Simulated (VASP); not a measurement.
# AlN (P1) in VASP: single point with PBE

Aim: the single point of AlN with PBE.

All numbers are computed with VASP 6.6.1; they aren't measurements. Logs are shortened: lines on timing, memory, paths and dates and some standing lists are left out, and cuts for length are marked.

### 1 The cell of the first run

The typed cell holds 4 atoms: a = 3.130 Å, b = 3.130 Å, c = 5.018 Å, α = 90.00°, β = 90.00°, γ = 120.00°.

### 2 Single point, PBE

File INCAR:

```
SYSTEM = AlN
PREC = Accurate
ENCUT = 600
EDIFF = 1E-6
ISMEAR = 0
SIGMA = 0.05
LREAL = .False.
LASPH = .True.
NELM = 120
ALGO = Normal
ISIF = 2
LWAVE = .False.
LCHARG = .False.
GGA = PE
NBANDS = 16
GGA_COMPAT = .False.
```

File KPOINTS:

```
Automatic mesh
0
Gamma
  12 12 6
  0 0 0
```

File POSCAR:

```
AlN
1.0
    3.1302395629      0.0000000000      0.0000000000
   -1.5651197815      2.7108669814      0.0000000000
    0.0000000000      0.0000000000      5.0179796548
Al N
2 2
Direct
    0.3333333333      0.6666666667      0.0017287175
    0.6666666667      0.3333333333      0.5017287175
    0.4402281939      0.7449191356      0.3832712825
    0.6666666667      0.3333333333      0.8832712825
```

Potentials or basis: VASP PAW PBE potentials, release 64 (Al, N).

Run with:

```
$ cat potpaw_PBE.64/Al/POTCAR potpaw_PBE.64/N/POTCAR > POTCAR
$ mpirun -np 1 vasp_std > vasp.out
```

OUTCAR:

```text
SYSTEM = AlN
   PREC = Accurate
   ENCUT = 600
   EDIFF = 1E-6
   ISMEAR = 0
   LREAL = .False.
   LASPH = .True.
   NELM = 120
   ISIF = 2
   GGA = PE

 ion  position               nearest neighbor table
   1  0.333  0.667  0.002-   4 1.90   4 1.90   4 1.90   3 1.94   2 3.09   2 3.09   2 3.09   2 3.09
                             2 3.09   2 3.09
   2  0.667  0.333  0.502-   3 1.72   3 1.85   4 1.91   3 2.18   1 3.09   1 3.09   1 3.09   1 3.09
                             1 3.09   1 3.09
   3  0.440  0.745  0.383-   2 1.72   2 1.85   1 1.94   2 2.18
   4  0.667  0.333  0.883-   1 1.90   1 1.90   1 1.90   2 1.91

  LATTYP: Found a hexagonal cell.
 ALAT       =     3.1302395629
 C/A-ratio  =     1.6030656932

  Lattice vectors:

 A1 = (   3.1302395629,   0.0000000000,   0.0000000000)
 A2 = (  -1.5651197815,   2.7108669814,   0.0000000000)
 A3 = (   0.0000000000,   0.0000000000,   5.0179796548)

Analysis of symmetry for initial positions (statically):
=====================================================================
 Subroutine PRICEL returns:
 Original cell was already a primitive cell.

 Routine SETGRP: Setting up the symmetry group for a
 hexagonal supercell.

 Subroutine GETGRP returns: Found  1 space group operations
 (whereof  1 operations were pure point group operations)
 out of a pool of 24 trial point group operations.

The static configuration has the point symmetry C_1 .

Analysis of symmetry for dynamics (positions and initial velocities):
=====================================================================
 Subroutine PRICEL returns:
 Original cell was already a primitive cell.

 Routine SETGRP: Setting up the symmetry group for a
 hexagonal supercell.

 Subroutine GETGRP returns: Found  1 space group operations
 (whereof  1 operations were pure point group operations)
 out of a pool of 24 trial point group operations.

The dynamic configuration has the point symmetry C_1 .

 Subroutine INISYM returns: Found  1 space group operations
 (whereof  1 operations are pure point group operations),
 and found     1 'primitive' translations

----------------------------------------------------------------------------------------

                                     Primitive cell

  volume of cell :      42.5809

  direct lattice vectors                    reciprocal lattice vectors
     3.130239563  0.000000000  0.000000000     0.319464367  0.184442838  0.000000000
    -1.565119781  2.710866981  0.000000000     0.000000000  0.368885676  0.000000000
     0.000000000  0.000000000  5.017979655     0.000000000  0.000000000  0.199283391

  length of vectors
     3.130239563  3.130239563  5.017979655     0.368885676  0.368885676  0.199283391

  position of ions in fractional coordinates (direct lattice)
     0.333333333  0.666666667  0.001728718
     0.666666667  0.333333333  0.501728718
     0.440228194  0.744919136  0.383271282
     0.666666667  0.333333333  0.883271282

  ion indices of the primitive-cell ions
   primitive index   ion index
                 1           1
                 2           2
                 3           3
                 4           4

----------------------------------------------------------------------------------------

 KPOINTS: Automatic mesh

Automatic generation of k-mesh.
 Grid dimensions read from file:
 generate k-points for:   12   12    6

 Generating k-lattice:

  Cartesian coordinates                     Fractional coordinates (reciprocal lattice)
     0.026622031  0.015370237  0.000000000     0.083333333 -0.000000000  0.000000000
     0.000000000  0.030740473  0.000000000     0.000000000  0.083333333  0.000000000
     0.000000000  0.000000000  0.033213898     0.000000000  0.000000000  0.166666667

  Length of vectors
     0.030740473  0.030740473  0.033213898

  Shift w.r.t. Gamma in fractional coordinates (k-lattice)
     0.000000000  0.000000000  0.000000000

 Subroutine IBZKPT returns following result:
 ===========================================

 Found    436 irreducible k-points:

 Following reciprocal coordinates:
            Coordinates               Weight
  0.000000  0.000000  0.000000      1.000000
  0.083333  0.000000  0.000000      2.000000
  0.000000  0.083333  0.000000      2.000000
 -0.083333  0.083333  0.000000      2.000000
  0.166667  0.000000  0.000000      2.000000
  0.000000  0.166667  0.000000      2.000000
[... 16 lines left out ...]
  0.166667  0.083333  0.000000      2.000000
 -0.083333  0.250000  0.000000      2.000000
 [... further k-points ...]
   k-points           NKPTS =    436   k-points in BZ     NKDIM =    436   number of bands    NBANDS=     16
   number of dos      NEDOS =    301   number of ions     NIONS =      4
   total plane-waves  NPLWV =  31360
   dimension x,y,z NGX =    28 NGY =   28 NGZ =   40
   dimension x,y,z NGXF=    56 NGYF=   56 NGZF=   80
   ions per type =               2   2
   NGX,Y,Z   is equivalent  to a cutoff of  14.87, 14.87, 13.25 a.u.
   NGXF,Y,Z  is equivalent  to a cutoff of  29.74, 29.74, 26.50 a.u.
 SYSTEM =  AlN
   PREC   = accura    normal or accurate (medium, high low for compatibility)
   ISTART =      0    job   : 0-new  1-cont  2-samecut
   ICHARG =      2    charge: 1-file 2-atom 10-const
   ISPIN  =      1    spin polarized calculation?
   LNONCOLLINEAR =      F non collinear calculations
   LSORBIT =      F    spin-orbit coupling
   LASPH  =      T    aspherical Exc in radial PAW
   ENCUT  =  600.0 eV  44.10 Ry    6.64 a.u.   6.25  6.25 10.02*2*pi/ulx,y,z
   NELM   =    120;   NELMIN=  2; NELMDL= -5     # of ELM steps
   EDIFF  = 0.1E-05   stopping-criterion for ELM
   LREAL  =      F    real-space projection
   EDIFFG = 0.1E-04   stopping-criterion for IOM
   NSW    =      0    number of steps for IOM
   IBRION =     -1    ionic relax: 0-MD 1-quasi-New 2-CG
   NFREE  =      0    steps in history (QN), initial steepest desc. (CG)
   ISIF   =      2    stress and relaxation
   ISYM   =      2    0-nonsym 1-usesym 2-fastsym
   POTIM  = 0.5000    time-step for ionic-motion
   TEBEG  =    0.0;   TEEND  =   0.0 temperature during run
   PSTRESS=    0.0 pullay stress
   NELECT =      16.0000    total number of electrons
   NUPDOWN=      -1.0000    fix difference up-down
   EMIN   =  10.00;   EMAX   =-10.00  energy-range for DOS
   EFERMI =   0.00;   METHOD = LEGACY
   ISMEAR =     0;   SIGMA  =   0.05  broadening in eV -4-tet -1-fermi 0-gaus
   EFERMI_NEDOS =   21; number of points for ismear=-14 and -15
   IALGO  =     38    algorithm
   IMIX   =      4    mixing-type and parameters
     AMIX     =   0.40;   BMIX     =  1.00
     AMIX_MAG =   1.60;   BMIX_MAG =  1.00
  volume/ion in A,a.u.               =      10.65        71.84
  Fermi-wavevector in a.u.,A,eV,Ry     =   1.181345  2.232418 18.987951  1.395575
  Thomas-Fermi vector in A             =   2.317620
   LORBIT       =      0    0 simple, 1 ext, 2 COOP (PROOUT), +10 PAW based schemes
   GGA     = PE    functional components
   LHFCALC =     F    Hartree Fock is set to
   AEXX    =    0.0000 exact exchange contribution
   IVDW    =     0    specifies the selected vdW correction
   LEPSILON=     F    determine dielectric tensor
   LRPA    =     F    only Hartree local field effects (RPA)
 non-spin polarized calculation
 Gauss-broadening in eV      SIGMA  =   0.05
  energy-cutoff  :      600.00
  volume of cell :       42.58
 maximum number of plane-waves:      1448
 NGX is ok and might be reduce to    28
   NGX = 13   NGY = 13   NGZ = 21

 number of electron      15.9999999 magnetization

 Free energy of the ion-electron system (eV)
  ---------------------------------------------------
  ext. energy  EPLUGINS =         0.00000000
  ---------------------------------------------------
  free energy    TOTEN  =       -29.22482274 eV

  energy without entropy =      -29.22482274  energy(sigma->0) =      -29.22482274

 E-fermi :   6.4812     XC(G=0): -10.8259

 val. band max:        6.2479591914   @ k =   0.0000   0.0000   0.0000
 cond. band min:       9.8544088433   @ k =   0.0000   0.0000   0.0000
 fundamental gap:      3.6064496518
 Fermi energy:         6.4811629810

 k-point     1 :       0.0000    0.0000    0.0000
  band No.  band energies     occupation
      1      -9.1193      2.00000
      2      -7.0373      2.00000
      3       0.0516      2.00000
      4       4.6347      2.00000
      5       5.3548      2.00000
      6       5.6747      2.00000
[... 8 lines left out ...]
     15      18.9390      0.00000
     16      19.7345      0.00000

 k-point     2 :       0.0833    0.0000    0.0000
  band No.  band energies     occupation
      1      -9.0352      2.00000
      2      -6.9857      2.00000
      3       0.1517      2.00000
      4       4.5356      2.00000
      5       4.8676      2.00000
      6       5.5223      2.00000
[... 8 lines left out ...]
     15      18.9742      0.00000
     16      19.3661      0.00000

 k-point     3 :       0.0000    0.0833    0.0000
  band No.  band energies     occupation
      1      -9.0316      2.00000
      2      -6.9896      2.00000
      3       0.1570      2.00000
      4       4.3224      2.00000
      5       5.1412      2.00000
      6       5.3431      2.00000
[... 8 lines left out ...]
     15      18.8187      0.00000
     16      19.2961      0.00000

 k-point     4 :      -0.0833    0.0833    0.0000
  band No.  band energies     occupation
      1      -9.0324      2.00000
      2      -6.9887      2.00000
      3       0.1559      2.00000
      4       4.3466      2.00000
      5       5.1068      2.00000
      6       5.4144      2.00000
[... 8 lines left out ...]
     15      18.8983      0.00000
     16      19.2188      0.00000

 k-point     5 :       0.1667    0.0000    0.0000
  band No.  band energies     occupation
      1      -8.7915      2.00000
      2      -6.8425      2.00000
      3       0.4447      2.00000
      4       3.6931      2.00000
      5       4.3574      2.00000
      6       4.8108      2.00000
[... 8 lines left out ...]
     15      18.5794      0.00000
     16      19.0870      0.00000

 k-point     6 :       0.0000    0.1667    0.0000
  band No.  band energies     occupation
      1      -8.7756      2.00000
      2      -6.8605      2.00000
      3       0.4687      2.00000
      4       3.5154      2.00000
      5       4.2933      2.00000
      6       4.9617      2.00000
[... 8 lines left out ...]
     15      18.5448      0.00000
     16      19.1099      0.00000
[... 267 lines left out ...]
 k-point    21 :      -0.0833    0.1667    0.0000
  band No.  band energies     occupation
      1      -8.8578      2.00000
      2      -6.9029      2.00000
      3       0.3686      2.00000
      4       3.7343      2.00000
      5       4.5674      2.00000
      6       5.1217      2.00000
[... 8 lines left out ...]
     15      18.7352      0.00000
     16      18.8105      0.00000

 k-point    22 :      -0.1667    0.0833    0.0000
  band No.  band energies     occupation
      1      -8.8688      2.00000
      2      -6.8909      2.00000
      3       0.3522      2.00000
      4       4.0693      2.00000
      5       4.3035      2.00000
      6       5.1436      2.00000
[... 8 lines left out ...]
     15      18.3067      0.00000
     16      19.4462      0.00000

 k-point    23 :       0.1667    0.0833    0.0000
  band No.  band energies     occupation
      1      -8.5552      2.00000
      2      -6.7243      2.00000
      3       0.7351      2.00000
      4       3.0435      2.00000
      5       3.6616      2.00000
      6       4.6753      2.00000
[... 8 lines left out ...]
     15      18.6178      0.00000
     16      19.3243      0.00000

 k-point    24 :      -0.0833    0.2500    0.0000
  band No.  band energies     occupation
      1      -8.5265      2.00000
      2      -6.7573      2.00000
      3       0.7802      2.00000
      4       2.9118      2.00000
      5       3.6306      2.00000
      6       4.7284      2.00000
[... 8 lines left out ...]
     15      18.0529      0.00000
     16      19.2911      0.00000

 [... further k-points ...]
[... 5 lines left out ...]
  --------------------------------------------------------------------------------------
  -------------------------------------------------------------------------------------
  Total       -0.8272388      3.8748996      0.3153572     -1.7748953      1.2991601      0.0030144
  in kB      -31.1262505    145.7996078     11.8658432    -66.7834196     48.8830809      0.1134206
  external PRESSURE =      42.1797335 kB  Pullay stress =       0.0000000 kB

 VOLUME and BASIS-vectors are now :
 -----------------------------------------------------------------------------
  energy-cutoff  :      600.00
  volume of cell :       42.58
      direct lattice vectors                 reciprocal lattice vectors
     3.130239563  0.000000000  0.000000000     0.319464367  0.184442838  0.000000000
    -1.565119781  2.710866981  0.000000000     0.000000000  0.368885676  0.000000000
     0.000000000  0.000000000  5.017979655     0.000000000  0.000000000  0.199283391

 POSITION                                       TOTAL-FORCE (eV/Angst)
 -----------------------------------------------------------------------------------
     -0.00000      1.80724      0.00867         0.324661      0.320545      0.164964
      1.56512      0.90362      2.51766         0.860747      3.147953      1.047718
      0.21213      2.01938      1.92325        -1.260581     -3.621744     -1.185283
      1.56512      0.90362      4.43224         0.075173      0.153247     -0.027399
 -----------------------------------------------------------------------------------
    total drift:                               -0.000113     -0.000197      0.000715

  FREE ENERGIE OF THE ION-ELECTRON SYSTEM (eV)
  ---------------------------------------------------
  free  energy   TOTEN  =       -29.2248227362 eV

  energy  without entropy=      -29.2248227362  energy(sigma->0) =      -29.22482274
```

It took 2.9 min on 1 thread of Oxide Virtual Turin-like, shared host; peak memory 0.38 GiB.

What came out:

| Property | Result |
| --- | --- |
| Free energy | -29.2248 eV |
| Pressure | 4.2 GPa |
| Largest force | 4.014 eV/Å |
| Band gap on the k mesh | 3.61 eV |

Forces in eV/Å, atoms in the order of the input:
```
Al   0.325  0.321  0.165
Al   0.861  3.148  1.048
N   -1.261 -3.622 -1.185
N    0.075  0.153 -0.027
```

Caveat: the stress differs along the axes, from -3 to 15 GPa; forces of over 1 eV/Å act on the atoms, so gaps and moduli don't describe the material at rest. A k mesh can miss the band edges.
